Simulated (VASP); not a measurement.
A run of VASP 6.6.1 is set up as follows.

INCAR

```
PREC = Accurate
ENCUT = 520
EDIFF = 1E-6
ISMEAR = 0
SIGMA = 0.013000000000000001
LREAL = F
LASPH = T
NELM = 60
ALGO = Normal
ISIF = 2
LWAVE = F
LCHARG = F
GGA = PE
NBANDS = 49
```

The input KPOINTS:

```
regular mesh
0
Gamma
  10 10 1
```

POSCAR

```
MoS2
1.0
    3.1840155185      0.0000000000      0.0000000000
   -1.5920077592      2.7574383250      0.0000000000
    0.0000000000      0.0000000000     28.3873198000
Mo S
3 6
Direct
    0.3333333333      0.6666666667      0.2281647700
    0.3333333333      0.6666666667      0.7718352300
    0.6666666667      0.3333333333      0.0000000000
    0.6666666667      0.3333333333      0.1734930900
    0.6666666667      0.3333333333      0.7171875100
    0.3333333333      0.6666666667      0.9453341200
    0.6666666667      0.3333333333      0.2828124900
    0.6666666667      0.3333333333      0.8265069100
    0.3333333333      0.6666666667      0.0546658800
```

Potentials or basis: VASP PAW PBE potentials, release 64 (Mo_sv, S).

Command:

```bash
$ cat potpaw_PBE.64/Mo_sv/POTCAR potpaw_PBE.64/S/POTCAR > POTCAR
$ mpirun -np 1 vasp_std > vasp.out
```

(1) Predict the largest force.

(2) Predict the band gap on the k mesh.

Answers

(1) 0.204 eV/Å.

(2) 1.32 eV (least direct gap 1.88 eV).
